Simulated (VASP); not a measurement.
# C (Pmmn) in VASP: further runs

The runs below take C through relaxation of cell and atoms, single point, with PBE.

Everything below comes from runs of VASP 6.6.1. Logs are shortened: lines on timing, memory, paths and dates and some standing lists are left out, and cuts for length are marked.

### Step 1. The cell of the first run

The structure is orthorhombic, space group Pmmn (No. 59). Conventional cell: a = 1.613 Å, b = 2.730 Å, c = 4.369 Å, α = 90.00°, β = 90.00°, γ = 90.00°. Within 2.1 Å of C (site symmetry mm2) lie 6 C at 1.61 to 1.91 Å.

The cell was built from a structure type or drawn by symmetry, and may not be a known phase.

### Step 2. Relaxation of cell and atoms, PBE

Contents of INCAR:

```
SYSTEM = C
PREC = Accurate ; ENCUT = 600
EDIFF = 1E-6 ; ISMEAR = 0
SIGMA = 0.1 ; LREAL = .FALSE.
LASPH = .TRUE. ; NELM = 100
ALGO = Normal ; ISIF = 3
LWAVE = .FALSE. ; LCHARG = .FALSE.
GGA = PE ; IBRION = 2
NSW = 100 ; EDIFFG = -0.01
```

Contents of KPOINTS:

```
regular mesh
0
G
  34 20 12
  0 0 0
```

Contents of POSCAR:

```
C
1.0
    1.6127608849      0.0000000000      0.0000000000
    0.0000000000      2.7298976851      0.0000000000
    0.0000000000      0.0000000000      4.3692138506
C
2
Direct
    0.0000000000      0.5000000000      0.6216356196
    0.5000000000      0.0000000000      0.3783643804
```

Potentials or basis: VASP PAW PBE potentials, release 64 (C).

Run with:

```console
> cat potpaw_PBE.64/C/POTCAR > POTCAR
> mpirun -np 1 vasp_std > vasp.out
```

OUTCAR:

```text
SYSTEM = C
   PREC = Accurate
   ENCUT = 600
   EDIFF = 1E-6
   ISMEAR = 0
   LREAL = .FALSE.
   LASPH = .TRUE.
   NELM = 100
   ISIF = 3
   GGA = PE
   IBRION = 2
   NSW = 100
   EDIFFG = -0.01

 ion  position               nearest neighbor table
   1  0.000  0.500  0.622-   2 1.91   2 1.91   2 1.91   2 1.91
   2  0.500  0.000  0.378-   1 1.91   1 1.91   1 1.91   1 1.91

  LATTYP: Found a simple orthorhombic cell.
 ALAT       =     1.6127608849
 B/A-ratio  =     1.6926859466
 C/A-ratio  =     2.7091516737

  Lattice vectors:

 A1 = (   1.6127608849,   0.0000000000,   0.0000000000)
 A2 = (   0.0000000000,   2.7298976851,   0.0000000000)
 A3 = (   0.0000000000,   0.0000000000,   4.3692138506)

Analysis of symmetry for initial positions (statically):
=====================================================================
 Subroutine PRICEL returns:
 Original cell was already a primitive cell.

 Routine SETGRP: Setting up the symmetry group for a
 simple orthorhombic supercell.

 Subroutine GETGRP returns: Found  8 space group operations
 (whereof  4 operations were pure point group operations)
 out of a pool of  8 trial point group operations.

The static configuration has the point symmetry C_2v.
 The point group associated with its full space group is D_2h.

Analysis of symmetry for dynamics (positions and initial velocities):
=====================================================================
 Subroutine PRICEL returns:
 Original cell was already a primitive cell.

 Routine SETGRP: Setting up the symmetry group for a
 simple orthorhombic supercell.

 Subroutine GETGRP returns: Found  8 space group operations
 (whereof  4 operations were pure point group operations)
 out of a pool of  8 trial point group operations.

The dynamic configuration has the point symmetry C_2v.
 The point group associated with its full space group is D_2h.

 Subroutine INISYM returns: Found  8 space group operations
 (whereof  4 operations are pure point group operations),
 and found     1 'primitive' translations

----------------------------------------------------------------------------------------

                                     Primitive cell

  volume of cell :      19.2362

  direct lattice vectors                    reciprocal lattice vectors
     1.612760885  0.000000000  0.000000000     0.620054721  0.000000000  0.000000000
     0.000000000  2.729897685  0.000000000     0.000000000  0.366314095  0.000000000
     0.000000000  0.000000000  4.369213851     0.000000000  0.000000000  0.228874126

  length of vectors
     1.612760885  2.729897685  4.369213851     0.620054721  0.366314095  0.228874126

  position of ions in fractional coordinates (direct lattice)
     0.000000000  0.500000000  0.621635620
     0.500000000  0.000000000  0.378364380

  ion indices of the primitive-cell ions
   primitive index   ion index
                 1           1
                 2           2

----------------------------------------------------------------------------------------

 KPOINTS: regular mesh

Automatic generation of k-mesh.
 Grid dimensions read from file:
 generate k-points for:   34   20   12

 Generating k-lattice:

  Cartesian coordinates                     Fractional coordinates (reciprocal lattice)
     0.018236904  0.000000000  0.000000000     0.029411765  0.000000000  0.000000000
     0.000000000  0.018315705  0.000000000     0.000000000  0.050000000  0.000000000
     0.000000000  0.000000000  0.019072844     0.000000000  0.000000000  0.083333333

  Length of vectors
     0.018236904  0.018315705  0.019072844

  Shift w.r.t. Gamma in fractional coordinates (k-lattice)
     0.000000000  0.000000000  0.000000000

 Subroutine IBZKPT returns following result:
 ===========================================

 Found   1386 irreducible k-points:

 Following reciprocal coordinates:
            Coordinates               Weight
  0.000000  0.000000  0.000000      1.000000
  0.029412  0.000000  0.000000      2.000000
  0.058824  0.000000  0.000000      2.000000
  0.088235  0.000000  0.000000      2.000000
  0.117647  0.000000  0.000000      2.000000
  0.147059  0.000000  0.000000      2.000000
[... 16 lines left out ...]
  0.117647  0.050000  0.000000      4.000000
  0.147059  0.050000  0.000000      4.000000
 [... further k-points ...]
   k-points           NKPTS =   1386   k-points in BZ     NKDIM =   1386   number of bands    NBANDS=      8
   number of dos      NEDOS =    301   number of ions     NIONS =      2
   total plane-waves  NPLWV =  12096
   dimension x,y,z NGX =    14 NGY =   24 NGZ =   36
   dimension x,y,z NGXF=    28 NGYF=   48 NGZF=   72
   ions per type =               2
   NGX,Y,Z   is equivalent  to a cutoff of  14.43, 14.62, 13.70 a.u.
   NGXF,Y,Z  is equivalent  to a cutoff of  28.86, 29.23, 27.40 a.u.
 SYSTEM =  C
   PREC   = accura    normal or accurate (medium, high low for compatibility)
   ISTART =      0    job   : 0-new  1-cont  2-samecut
   ICHARG =      2    charge: 1-file 2-atom 10-const
   ISPIN  =      1    spin polarized calculation?
   LNONCOLLINEAR =      F non collinear calculations
   LSORBIT =      F    spin-orbit coupling
   LASPH  =      T    aspherical Exc in radial PAW
   ENCUT  =  600.0 eV  44.10 Ry    6.64 a.u.   3.22  5.45  8.73*2*pi/ulx,y,z
   NELM   =    100;   NELMIN=  2; NELMDL= -5     # of ELM steps
   EDIFF  = 0.1E-05   stopping-criterion for ELM
   LREAL  =      F    real-space projection
   EDIFFG = -.1E-01   stopping-criterion for IOM
   NSW    =    100    number of steps for IOM
   IBRION =      2    ionic relax: 0-MD 1-quasi-New 2-CG
   NFREE  =      1    steps in history (QN), initial steepest desc. (CG)
   ISIF   =      3    stress and relaxation
   ISYM   =      2    0-nonsym 1-usesym 2-fastsym
   POTIM  = 0.5000    time-step for ionic-motion
   TEBEG  =    0.0;   TEEND  =   0.0 temperature during run
   PSTRESS=    0.0 pullay stress
   NELECT =       8.0000    total number of electrons
   NUPDOWN=      -1.0000    fix difference up-down
   EMIN   =  10.00;   EMAX   =-10.00  energy-range for DOS
   EFERMI =   0.00;   METHOD = LEGACY
   ISMEAR =     0;   SIGMA  =   0.10  broadening in eV -4-tet -1-fermi 0-gaus
   EFERMI_NEDOS =   21; number of points for ismear=-14 and -15
   IALGO  =     38    algorithm
   IMIX   =      4    mixing-type and parameters
     AMIX     =   0.40;   BMIX     =  1.00
     AMIX_MAG =   1.60;   BMIX_MAG =  1.00
  volume/ion in A,a.u.               =       9.62        64.91
  Fermi-wavevector in a.u.,A,eV,Ry     =   1.221982  2.309212 20.316776  1.493241
  Thomas-Fermi vector in A             =   2.357145
   LORBIT       =      0    0 simple, 1 ext, 2 COOP (PROOUT), +10 PAW based schemes
   GGA     = PE    functional components
   LHFCALC =     F    Hartree Fock is set to
   AEXX    =    0.0000 exact exchange contribution
   IVDW    =     0    specifies the selected vdW correction
   LEPSILON=     F    determine dielectric tensor
   LRPA    =     F    only Hartree local field effects (RPA)
 conjugate gradient relaxation of ions
 non-spin polarized calculation
 Gauss-broadening in eV      SIGMA  =   0.10
  energy-cutoff  :      600.00
  volume of cell :       19.24
 maximum number of plane-waves:       662
 NGX is ok and might be reduce to    14
   NGX =  7   NGY = 11   NGZ = 17

--------------------------------------- Ionic step        1  -------------------------------------------

 number of electron       8.0000000 magnetization

 Free energy of the ion-electron system (eV)
  ---------------------------------------------------
  ext. energy  EPLUGINS =         0.00000000
  ---------------------------------------------------
  free energy    TOTEN  =       -11.27694015 eV

  energy without entropy =      -11.27405710  energy(sigma->0) =      -11.27549863

------------------------ aborting loop because EDIFF is reached ----------------------------------------

  FORCE on cell =-STRESS in cart. coord.  units (eV):
  Direction    XX          YY          ZZ          XY          YZ          ZX
  --------------------------------------------------------------------------------------
  -------------------------------------------------------------------------------------
  Total       -0.5140838      0.5811666     -0.1659075      0.0000000      0.0000000      0.0000000
  in kB      -42.8178522     48.4051545    -13.8183713      0.0000000      0.0000000      0.0000000
  external PRESSURE =      -2.7436897 kB  Pullay stress =       0.0000000 kB
[... 89 lines left out ...]
  FREE ENERGIE OF THE ION-ELECTRON SYSTEM (eV)
  ---------------------------------------------------
  free  energy   TOTEN  =       -11.4012389099 eV

  energy  without entropy=      -11.3976190546  energy(sigma->0) =      -11.39942898

 E-fermi :   5.5714     XC(G=0): -10.0111

 val. band max:        5.5712768387   @ k =   0.0588   0.0000   0.2500
 cond. band min:       5.5716880348   @ k =   0.1176   0.4000   0.1667
 fundamental gap:      0.0004111961
 Fermi energy:         5.5713734872

 k-point     1 :       0.0000    0.0000    0.0000
  band No.  band energies     occupation
      1     -16.8643      2.00000
      2      -9.2837      2.00000
      3      -7.2392      2.00000
      4      -2.6593      2.00000
      5      -0.8081      2.00000
      6       5.4362      1.94409
      7       9.1737      0.00000
      8      16.4042      0.00000
[... 243 lines left out ...]
 k-point    24 :       0.1471    0.0500    0.0000
  band No.  band energies     occupation
      1     -15.4832      2.00000
      2      -8.5630      2.00000
      3      -5.1070      2.00000
      4      -0.6882      2.00000
      5       1.1136      2.00000
      6       7.2891      0.00000
      7      10.9166      0.00000
      8      17.8769      0.00000

 [... further k-points ...]

 E-fermi :   3.6631     XC(G=0):  -9.4568

 val. band max:        3.6598481236   @ k =   0.2647   0.2500   0.2500
 cond. band min:       3.6684470450   @ k =   0.2941   0.0500   0.4167
 fundamental gap:      0.0085989214
 Fermi energy:         3.6630974970

 k-point     1 :       0.0000    0.0000    0.0000
  band No.  band energies     occupation
      1     -16.2709      2.00000
      2     -11.5759      2.00000
      3      -7.0565      2.00000
      4      -3.5399      2.00000
      5      -1.8952      2.00000
      6       2.7781      2.00000
      7       7.6926      0.00000
      8      13.6442      0.00000
[... 243 lines left out ...]
 k-point    24 :       0.1471    0.0500    0.0000
  band No.  band energies     occupation
      1     -14.9329      2.00000
      2     -10.6965      2.00000
      3      -4.9552      2.00000
      4      -1.5127      2.00000
      5       0.0638      2.00000
      6       4.6748      0.00000
      7       9.4503      0.00000
      8      15.2757      0.00000

 [... further k-points ...]

[... ionic steps 4 to 76 ...]

--------------------------------------- Ionic step       77  -------------------------------------------

 number of electron       7.9999999 magnetization

------------------------ aborting loop because EDIFF is reached ----------------------------------------

  FORCE on cell =-STRESS in cart. coord.  units (eV):
  Direction    XX          YY          ZZ          XY          YZ          ZX
  --------------------------------------------------------------------------------------
  -------------------------------------------------------------------------------------
  Total       -0.0894033      0.0116240      0.0168475      0.0000000      0.0000000      0.0000000
  in kB       -5.6567527      0.7354804      1.0659810      0.0000000      0.0000000      0.0000000
  external PRESSURE =      -1.2850971 kB  Pullay stress =       0.0000000 kB
[... 57 lines left out ...]
  energy  without entropy=      -16.3833874095  energy(sigma->0) =      -16.38488781

--------------------------------------- Ionic step       79  -------------------------------------------

 number of electron       7.9999999 magnetization

 Free energy of the ion-electron system (eV)
  ---------------------------------------------------
  ext. energy  EPLUGINS =         0.00000000
  ---------------------------------------------------
  free energy    TOTEN  =       -16.38641378 eV

  energy without entropy =      -16.38342647  energy(sigma->0) =      -16.38492013

 E-fermi :   1.1476     XC(G=0):  -8.7649

 val. band max:        1.1471932861   @ k =   0.2353   0.2500   0.5000
 cond. band min:       1.1482693358   @ k =   0.2353   0.2500   0.5000
 fundamental gap:      0.0010760497
 Fermi energy:         1.1475578941

 k-point     1 :       0.0000    0.0000    0.0000
  band No.  band energies     occupation
      1     -15.5171      2.00000
      2     -14.9101      2.00000
      3      -5.2958      2.00000
      4      -3.7600      2.00000
      5      -3.1906      2.00000
      6      -3.0347      2.00000
      7       6.5606      0.00000
      8       8.4206      0.00000
[... 243 lines left out ...]
 k-point    24 :       0.1471    0.0500    0.0000
  band No.  band energies     occupation
      1     -14.3627      2.00000
      2     -13.8417      2.00000
      3      -3.4005      2.00000
      4      -1.9430      2.00000
      5      -1.3974      2.00000
      6      -1.2142      2.00000
      7       7.9208      0.00000
      8      10.3048      0.00000

 [... further k-points ...]

------------------------ aborting loop because EDIFF is reached ----------------------------------------

  FORCE on cell =-STRESS in cart. coord.  units (eV):
  Direction    XX          YY          ZZ          XY          YZ          ZX
  --------------------------------------------------------------------------------------
  -------------------------------------------------------------------------------------
  Total        0.0066097      0.0126822      0.0160092      0.0000000      0.0000000      0.0000000
  in kB        0.4183348      0.8026669      1.0132353      0.0000000      0.0000000      0.0000000
  external PRESSURE =       0.7447457 kB  Pullay stress =       0.0000000 kB
[... 17 lines left out ...]
  FREE ENERGIE OF THE ION-ELECTRON SYSTEM (eV)
  ---------------------------------------------------
  free  energy   TOTEN  =       -16.3864137833 eV

  energy  without entropy=      -16.3834264711  energy(sigma->0) =      -16.38492013

 reached required accuracy - stopping structural energy minimisation
```

It took 47 min on 1 thread of Intel Xeon 6975P-C (Granite Rapids), shared host; peak memory 0.32 GiB.

What came out:

| Quantity | Value |
| --- | --- |
| Free energy | -16.3864 eV |
| Relaxed volume | 12.66 Å³/atom |
| Relaxed cell | a = 1.282 Å, b = 3.484 Å, c = 5.668 Å, α = 90.00°, β = 90.00°, γ = 90.00° |
| Space group after relaxing (to 0.1 Å) | Immm (No. 71) |
| Energy gained by relaxing | 2554.7 meV/atom |
| Ionic steps | 79 |
| Pressure after relaxing | 0.1 GPa |
| Band gap on the k mesh | zero (bands 4 and 5 overlap by 14.94 eV) |

Step by step:
```tsv
step	energy change (eV)	largest force (eV/Å)	pressure (GPa)	volume (Å³)
1	0.0000	0.1780	-0.27	19.24
3	-0.1243	0.1435	2.79	19.05
5	-1.6660	2.0031	66.55	17.56
7	-1.6289	2.2092	77.62	17.43
9	-1.6042	2.3626	82.48	17.37
11	-1.6057	2.3748	83.17	17.37
13	-1.6093	2.3838	86.02	17.36
15	-1.6095	2.3812	87.47	17.36
17	-1.6203	2.3738	87.23	17.37
19	-1.6683	2.3397	86.16	17.43
21	-1.8526	2.2100	82.15	17.67
23	-2.4988	1.7655	68.47	18.61
25	-3.7659	0.6165	32.15	22.22
27	-3.9936	0.4968	10.44	23.33
29	-4.0217	0.4987	1.95	23.64
31	-4.0366	0.4795	0.47	23.87
33	-4.0426	0.3784	-5.36	24.92
35	-4.0579	0.4112	-2.59	24.44
37	-4.1164	0.4849	0.95	24.30
39	-4.2626	0.4336	16.21	23.72
41	-4.2691	0.4262	16.22	23.72
43	-4.2977	0.3905	16.25	23.71
45	-4.3937	0.2558	16.64	23.68
47	-4.4283	0.3921	23.89	23.48
49	-4.5929	0.1185	13.66	23.75
51	-4.7289	0.2229	-3.25	24.32
53	-4.7544	0.2344	-2.21	24.11
55	-4.8355	0.2864	2.60	23.14
57	-4.8905	0.3328	4.54	22.00
59	-4.9114	0.2963	-1.84	22.38
61	-4.9998	0.1598	-4.48	23.14
63	-5.0906	0.0042	6.25	23.70
65	-5.0993	0.0073	2.10	23.90
67	-5.1089	0.0025	0.41	25.07
69	-5.1090	0.0037	0.14	25.26
71	-5.1091	0.0034	-0.18	25.28
73	-5.1092	0.0031	-0.17	25.28
75	-5.1094	0.0021	-0.13	25.31
77	-5.1095	0.0010	-0.13	25.32
79	-5.1095	0.0012	0.07	25.31
```

Final structure:
```xyz
2
Lattice="1.2821 0.0000 0.0000 0.0000 3.4837 0.0000 0.0000 0.0000 5.6678" Properties=species:S:1:pos:R:3 pbc="T T T"
C     0.0000    1.7418    4.2499
C     0.6410    0.0000    1.4179
```

Levels at points of the mesh, in eV from the Fermi level:
| k point | band 2 | band 3 | band 4 | band 5 | band 6 | band 7 |
| --- | --- | --- | --- | --- | --- | --- |
| (0.00, 0.00, 0.00) | -16.06 | -6.44 | -4.91 | -4.34 | -4.18 | 5.41 |
| (0.50, 0.00, 0.00) | -9.04 | 8.43 | 8.43 | 11.15 | 11.15 | 11.47 |
| (0.00, 0.50, 0.00) | -16.16 | -5.93 | -5.93 | -5.25 | -5.25 | 9.43 |
| (0.50, 0.50, 0.00) | -9.01 | 8.76 | 8.76 | 10.97 | 10.97 | 11.25 |
| (0.00, 0.00, 0.50) | -16.38 | -5.40 | -5.40 | -4.63 | -4.63 | 7.18 |
| (0.50, 0.00, 0.50) | -9.04 | 8.42 | 8.42 | 11.18 | 11.18 | 11.48 |
| (0.00, 0.50, 0.50) | -16.15 | -6.44 | -6.44 | -4.61 | -4.61 | 7.74 |
| (0.50, 0.50, 0.50) | -9.02 | 8.76 | 8.76 | 10.95 | 10.95 | 11.22 |

Caveat: the volume moved by over 15 % at a fixed basis, so the end points are rough.

### Step 3. Single point, PBE

This run uses another cell than the first one, of 5.68 Å³/atom.

Contents of INCAR:

```
ALGO = Normal ; EDIFF = 1E-6
ENCUT = 520 ; GGA = PE
ISIF = 2 ; ISMEAR = 0
LASPH = T ; LCHARG = F
LREAL = F ; LWAVE = F
NBANDS = 11 ; NELM = 100
PREC = Accurate ; SIGMA = 0.1
```

Contents of KPOINTS:

```
k-points
0
Gamma
  10 6 6
```

Contents of POSCAR:

```
C
1.0
    1.5775078700      0.0000000000      0.0000000000
    0.0000000000      2.5477879300      0.0000000000
    0.0000000000      0.0000000000      2.8255131500
C
2
Direct
    0.0000000000      0.5000000000      0.6780852700
    0.5000000000      0.0000000000      0.3219147300
```

Potentials or basis: VASP PAW PBE potentials, release 64 (C).

Run with:

```console
> cat potpaw_PBE.64/C/POTCAR > POTCAR
> mpirun -np 1 vasp_std > vasp.out
```

Run time: 5.6 s. Hardware: 1 thread of Intel Xeon 8259CL, shared host; peak memory 0.12 GiB.

Results (log left out):

```
Free energy            : -10.5495 eV
Pressure               : 54.9 GPa
Largest force          : 0.281 eV/Å
Band gap on the k mesh : zero (bands 4 and 5 overlap by 1.91 eV)
```

Forces on the atoms (eV/Å):
```
C    0.000  0.000 -0.281
C    0.000  0.000  0.281
```

Stress tensor (GPa, compression positive):
```
34.89  0.00  0.00
 0.00 68.04  0.00
 0.00  0.00 61.77
```

Levels at points of the mesh, in eV from the Fermi level:
| k point | band 1 | band 2 | band 3 | band 4 | band 5 | band 6 | band 7 | band 8 |
| --- | --- | --- | --- | --- | --- | --- | --- | --- |
| (0.00, 0.00, 0.00) | -24.28 | -8.79 | -8.61 | -8.28 | 0.61 | 4.97 | 11.56 | 14.56 |
| (0.50, 0.00, 0.00) | -13.23 | -13.23 | 0.83 | 0.83 | 3.28 | 3.28 | 3.85 | 3.85 |
| (0.00, 0.50, 0.00) | -19.64 | -19.64 | -5.82 | -5.82 | 0.86 | 0.86 | 16.77 | 16.77 |
| (0.50, 0.50, 0.00) | -11.42 | -11.42 | -3.88 | -3.88 | 3.82 | 3.82 | 4.19 | 4.19 |
| (0.00, 0.00, 0.50) | -22.61 | -16.58 | -7.36 | -0.68 | -0.45 | 0.94 | 15.04 | 17.84 |
| (0.50, 0.00, 0.50) | -12.37 | -12.37 | -2.84 | -2.84 | 3.76 | 3.76 | 5.05 | 5.05 |
| (0.00, 0.50, 0.50) | -18.08 | -18.08 | -11.64 | -11.64 | 7.83 | 7.83 | 16.87 | 16.87 |
| (0.50, 0.50, 0.50) | -10.61 | -10.61 | -2.64 | -2.64 | 0.83 | 0.83 | 1.11 | 1.11 |

Caveat: the k points lie up to 0.41 Å⁻¹ apart, too coarse for converged energies and pressures of a metal.
